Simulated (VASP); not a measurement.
Input of a VASP 6.6.1 run:

POSCAR

```
Mg2Si
1.0
    0.0000000000      3.3492849743      3.3492849743
    3.3492849743      0.0000000000      3.3492849743
    3.3492849743      3.3492849743      0.0000000000
Mg Si
2 1
Direct
    0.2500000000      0.2500000000      0.2500000000
    0.7500000000      0.7500000000      0.7500000000
    0.0000000000      0.0000000000      0.0000000000
```

INCAR.step1

```
SYSTEM = Mg2Si
PREC = Accurate ; ENCUT = 660
ISMEAR = 0 ; SIGMA = 0.01
LREAL = .False. ; LASPH = .True.
NELM = 120 ; NBANDS = 11
GGA = PE ; ALGO = Normal
EDIFF = 1E-5 ; LWAVE = .True.
LCHARG = .False. ; GGA_COMPAT = .False.
```

INCAR.step2

```
SYSTEM = Mg2Si
PREC = Accurate ; ENCUT = 660
EDIFF = 1E-6 ; ISMEAR = 0
SIGMA = 0.01 ; LREAL = .False.
LASPH = .True. ; NELM = 120
ALGO = Normal ; ISIF = 2
LWAVE = .False. ; LCHARG = .False.
METAGGA = R2SCAN ; LMIXTAU = .True.
NBANDS = 11 ; ISTART = 1
GGA_COMPAT = .False.
```

Contents of KPOINTS:

```
Automatic mesh
0
Gamma
  8 8 8
  0 0 0
```

Potentials or basis: VASP PAW PBE potentials, release 64 (Mg, Si).

The run is started by

```console
$ cat potpaw_PBE.64/Mg/POTCAR potpaw_PBE.64/Si/POTCAR > POTCAR
$ cp INCAR.step1 INCAR
$ mpirun -np 1 vasp_std > vasp.out
$ cp INCAR.step2 INCAR
$ mpirun -np 1 vasp_std > vasp.out
```

(1) What does it give for the pressure?

(2) What does it give for the band gap on the k mesh?

## Answers

(1) -7.1 GPa.

(2) 0.49 eV (least direct gap 1.47 eV).

Caveat: the cell differs from its parent crystal (strain +5.7%); the cell stands under tension; semilocal functionals underestimate gaps, and a narrow one can read as zero; the PAW data sets were made with another functional, which shifts forces and pressure a little.
